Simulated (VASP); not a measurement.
Input of a VASP 6.6.1 run:

INCAR

```
PREC = Accurate
ENCUT = 1350
EDIFF = 1E-6
ISMEAR = 0
SIGMA = 0.05
LREAL = F
LASPH = T
NELM = 120
ALGO = Normal
ISIF = 2
LWAVE = F
LCHARG = F
GGA = PS
NBANDS = 22
GGA_COMPAT = F
```

Contents of KPOINTS:

```
regular mesh
0
Gamma
  4 4 2
```

POSCAR

```
F
1.0
    3.1291544055     -1.7984322814     -0.2413473825
    3.1291544055      1.7984322814     -0.2413473825
   -2.3528850754      0.0000000000      7.2022286687
F
4
Direct
    0.0848459664      0.0848459664      0.0940038325
    0.9151540336      0.9151540336      0.9059961675
    0.5015719855      0.5015719855      0.5937195244
    0.4984280145      0.4984280145      0.4062804756
```

Potentials or basis: VASP PAW PBE potentials, release 64 (F_h).

Launch:

```console
$ cat potpaw_PBE.64/F_h/POTCAR > POTCAR
$ mpirun -np 1 vasp_std > vasp.out
```

(1) Predict the pressure.

(2) Predict the largest force.

(3) Estimate the band gap on the k mesh.

Results:

(1) -1.4 GPa.

(2) 0.450 eV/Å.

(3) 2.95 eV (least direct gap 3.03 eV).

Caveat: the k points lie up to 0.51 Å⁻¹ apart; this functional lacks dispersion, which holds the molecules together, so the pressure and a relaxed volume are unreliable; the PAW data sets were made with another functional, which shifts forces and pressure a little.
